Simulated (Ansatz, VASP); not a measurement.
# One calculation of SnSe, two programs

```
CELL_PARAMETERS angstrom
4.28609 0.00000 0.00000
0.00000 4.28609 0.00000
0.00000 0.00000 11.31954
ATOMIC_POSITIONS crystal
Sn 0.50000 0.00000 0.37139
Sn 0.00000 0.50000 0.62861
Se 0.50000 0.00000 0.61509
Se 0.00000 0.50000 0.38491
```

Change from the starting cell: strain +0.000 along x and y, +0.030 along z, atoms carried along.

Alike in both runs: task single point; functional r2SCAN; k mesh 6 × 6 × 4; occupations gaussian, width 0.05 eV; no spin polarisation.

|  | VASP | Ansatz |
| --- | --- | --- |
| version | VASP 6.6.1 | Ansatz 0.2.0 |
| potentials or method | VASP PAW PBE potentials, release 64 (Sn_d, Se), cutoff 520 eV | scalar-relativistic, plane waves, PAW |
| valence electrons in the cell | 40 | 60 |

VASP gave:

```
gap on the k mesh at the Fermi level (eV) : 1.65
least direct gap on the mesh (eV)         : 1.85
rms of the force components (eV/Å)        : 0.205
```

Question: What did Ansatz give for the same quantities?

Answer: gap on the k mesh at the Fermi level (eV): 1.65; least direct gap on the mesh (eV): 1.86; rms of the force components (eV/Å): 0.213.

VASP's potentials were made for PBE, not for r2SCAN. Atom by atom the forces differ by 0.007 eV/Å (rms over components). With one functional, cell and mesh, what is left measures potentials, basis and numerics. VASP's potentials hold 40 valence electrons a cell and Ansatz's 60, so a difference there can come from the potentials and not from the codes.
